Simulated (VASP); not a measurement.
# Ni in VASP: further runs, part 2 of 2

VASP 6.6.1.

**5. Relaxation of cell and atoms, PBE, collinear spin, ferromagnetic start**

This run uses another cell than the first one, of 12.31 Å³/atom, 0.970 times its volume.

Input file INCAR:

```
SYSTEM = Ni
PREC = Accurate
ENCUT = 600
EDIFF = 1E-7
ISMEAR = 0
SIGMA = 0.1
LREAL = .FALSE.
LASPH = .TRUE.
NELM = 150
ALGO = Normal
ISIF = 3
LWAVE = .FALSE.
LCHARG = .FALSE.
ISPIN = 2
MAGMOM = 0.78
LORBIT = 11
LMAXMIX = 4
GGA = PE
IBRION = 2
NSW = 90
EDIFFG = -0.04
```

Input file KPOINTS:

```
Automatic mesh
0
G
  8 8 8
  0 0 0
```

Input file POSCAR:

```
Ni
1.0
    2.2905419150      0.0000000000      0.0000000000
    0.0000000000      2.2905419150      0.0000000000
    0.0000000000      0.0000000000      2.3468794271
Ni
1
Direct
    0.0000000000      0.0000000000      0.0000000000
```

Potentials or basis: VASP PAW PBE potentials, release 64 (Ni).

Command:

```console
$ cat potpaw_PBE.64/Ni/POTCAR > POTCAR
$ mpirun -np 1 vasp_std > vasp.out
```

OUTCAR:

```text
SYSTEM = Ni
   PREC = Accurate
   ENCUT = 600
   EDIFF = 1E-7
   ISMEAR = 0
   LREAL = .FALSE.
   LASPH = .TRUE.
   NELM = 150
   ISIF = 3
   ISPIN = 2
   LORBIT = 11
   GGA = PE
   IBRION = 2
   NSW = 90
   EDIFFG = -0.04

 ion  position               nearest neighbor table
   1  0.000  0.000  0.000-

  LATTYP: Found a simple tetragonal cell.
 ALAT       =     2.2905419150
 C/A-ratio  =     1.0245957132

  Lattice vectors:

 A1 = (   2.2905419150,   0.0000000000,   0.0000000000)
 A2 = (   0.0000000000,   2.2905419150,   0.0000000000)
 A3 = (   0.0000000000,   0.0000000000,   2.3468794271)

Analysis of symmetry for initial positions (statically):
=====================================================================
 Subroutine PRICEL returns:
 Original cell was already a primitive cell.

 Routine SETGRP: Setting up the symmetry group for a
 simple tetragonal supercell.

 Subroutine GETGRP returns: Found 16 space group operations
[... 302 lines left out ...]
 spin component 1

 k-point     1 :       0.0000    0.0000    0.0000
  band No.  band energies     occupation
      1      -0.5754      1.00000
      2       3.7168      1.00000
      3       3.7212      1.00000
      4       6.9492      1.00000
      5       6.9504      1.00000
      6       6.9504      1.00000
      7      26.6841      0.00000
      8      26.6841      0.00000
      9      26.7418      0.00000
[... 265 lines left out ...]
 k-point    24 :       0.5000    0.1250    0.1250
  band No.  band energies     occupation
      1       4.1411      1.00000
      2       4.4967      1.00000
      3       4.6906      1.00000
      4       5.6663      1.00000
      5       6.7460      1.00000
      6       8.5167      0.00000
      7      11.0537      0.00000
      8      28.9678      0.00000
      9      29.2685      0.00000

 [... further k-points ...]

 spin component 2

 k-point     1 :       0.0000    0.0000    0.0000
  band No.  band energies     occupation
      1      -0.5274      1.00000
      2       4.3785      1.00000
      3       4.3831      1.00000
      4       7.7116      0.00007
      5       7.7143      0.00006
      6       7.7143      0.00006
      7      26.7776      0.00000
      8      26.7776      0.00000
      9      26.8355      0.00000
[... 304 lines left out ...]
  FREE ENERGIE OF THE ION-ELECTRON SYSTEM (eV)
  ---------------------------------------------------
  free  energy   TOTEN  =        -4.7787860927 eV

  energy  without entropy=       -4.7706570926  energy(sigma->0) =       -4.77472159

 reached required accuracy - stopping structural energy minimisation

 total charge

# of ion       s       p       d       tot
------------------------------------------
    1        0.510   0.380   8.349   9.239

 magnetization (x)

# of ion       s       p       d       tot
------------------------------------------
    1        0.001   0.004   0.699   0.704
```

CONTCAR:

```text
Ni
   1.00000000000000
     2.3329002033428519    0.0000000000000000   -0.0000000000000000
    -0.0000000000000000    2.3329002033428519   -0.0000000000000000
    -0.0000000000000000    0.0000000000000000    2.3305045648662350
  Ni
     1
Direct
     1.0000000000000000    0.0000000000000000    1.0000000000000000

  0.00000000E+00  0.00000000E+00  0.00000000E+00
```

Wall time 25 s (1 thread of Intel Xeon 6975P-C (Granite Rapids), shared host); peak memory 0.14 GiB.

What came out:

```yaml
Free_energy: -4.7788 eV
Relaxed_volume: 12.68 Å³/atom
Relaxed_cell: a = 2.333 Å, b = 2.333 Å, c = 2.331 Å, α = 90.00°, β = 90.00°, γ = 90.00°
Space_group_after_relaxing_to_0.05_Å: Pm-3m (No. 221)
Energy_gained_by_relaxing: 10.7 meV/atom
Ionic_steps: 4
Pressure_after_relaxing: 0.1 GPa
Net_moment: 0.70 μB per cell
Site_moments: Ni +0.70 μB
Valence_electrons_inside_the_program's_atomic_spheres: Ni 9.24
```

Stress tensor (GPa, compression positive):
```
0.03 0.00 0.00
0.00 0.03 0.00
0.00 0.00 0.37
```

The path:
```
step  energy change (eV)  largest force (eV/Å)  pressure (GPa)  volume (Å³)
   1              0.0000                0.0000            4.85        12.31
   2             -0.0076                0.0000           -3.00        12.98
   3             -0.0105                0.0000           -0.51        12.74
   4             -0.0107                0.0000            0.14        12.68
```

Final structure:
```
Ni
1.0
     2.33290    0.00000    0.00000
     0.00000    2.33290    0.00000
     0.00000    0.00000    2.33050
Ni
1
Direct
  0.00000 0.00000 0.00000
```

Levels at points of the mesh, in eV from the Fermi level:
Spin up:
| k point | band 1 | band 2 | band 3 | band 4 | band 5 | band 6 | band 7 | band 8 | band 9 |
| --- | --- | --- | --- | --- | --- | --- | --- | --- | --- |
| (0.00, 0.00, 0.00) | -8.02 | -3.73 | -3.72 | -0.49 | -0.49 | -0.49 | 19.24 | 19.24 | 19.30 |
| (0.50, 0.00, 0.00) | -4.03 | -3.31 | -1.50 | -1.50 | -1.09 | -0.40 | 3.40 | 24.37 | 26.55 |
| (0.50, 0.50, 0.00) | -4.23 | -2.98 | -1.30 | -1.30 | 0.17 | 5.09 | 5.09 | 11.00 | 11.13 |
| (0.00, 0.00, 0.50) | -4.02 | -3.31 | -1.51 | -1.51 | -1.08 | -0.40 | 3.42 | 24.35 | 26.47 |
| (0.50, 0.00, 0.50) | -4.23 | -2.97 | -1.30 | -1.30 | 0.17 | 5.10 | 5.11 | 11.02 | 11.14 |
| (0.50, 0.50, 0.50) | -3.34 | -3.34 | -3.33 | 0.22 | 0.23 | 11.59 | 11.60 | 11.60 | 13.79 |
Spin down:
| k point | band 2 | band 3 | band 4 | band 5 | band 6 | band 7 | band 8 | band 9 |
| --- | --- | --- | --- | --- | --- | --- | --- | --- |
| (0.00, 0.00, 0.00) | -3.06 | -3.06 | 0.27 | 0.27 | 0.27 | 19.33 | 19.33 | 19.39 |
| (0.50, 0.00, 0.00) | -2.62 | -1.08 | -0.79 | -0.79 | 0.36 | 3.94 | 24.31 | 26.51 |
| (0.50, 0.50, 0.00) | -2.32 | -0.57 | -0.57 | 1.01 | 5.15 | 5.15 | 11.34 | 11.35 |
| (0.00, 0.00, 0.50) | -2.61 | -1.07 | -0.80 | -0.80 | 0.36 | 3.96 | 24.29 | 26.49 |
| (0.50, 0.00, 0.50) | -2.31 | -0.58 | -0.57 | 1.01 | 5.16 | 5.17 | 11.35 | 11.37 |
| (0.50, 0.50, 0.50) | -2.75 | -2.74 | 1.07 | 1.07 | 11.74 | 11.74 | 11.74 | 13.69 |

**6. The runs side by side**

```tsv
task	cell	k mesh	cutoff (eV)	gap on the mesh (eV)	pressure (GPa)	moment (μB)	relaxed volume (Å³/atom)
relaxation of cell and atoms	relaxed from a = 2.333 Å, 1 atom	24 × 24 × 24	600	none	0.0	0.53	12.61
single point	a = 2.291, b = 2.291, c = 2.347 Å, 1 atom	8 × 8 × 8	520	none	5.0	0.69	-
single point	a = 2.332, b = 2.332, c = 2.335 Å, 1 atom	8 × 8 × 8	520	none	0.1	0.70	-
relaxation of cell and atoms	relaxed from a = 2.291, b = 2.291, c = 2.347 Å, 1 atom	8 × 8 × 8	600	none	0.1	0.70	12.68
```

Alike in all rows: level PBE; potentials or basis VASP PAW PBE potentials, release 64 (Ni); spin collinear, ferromagnetic start; smearing gaussian 0.1 eV.

Absolute energies hang on the potentials; compare differences alone.
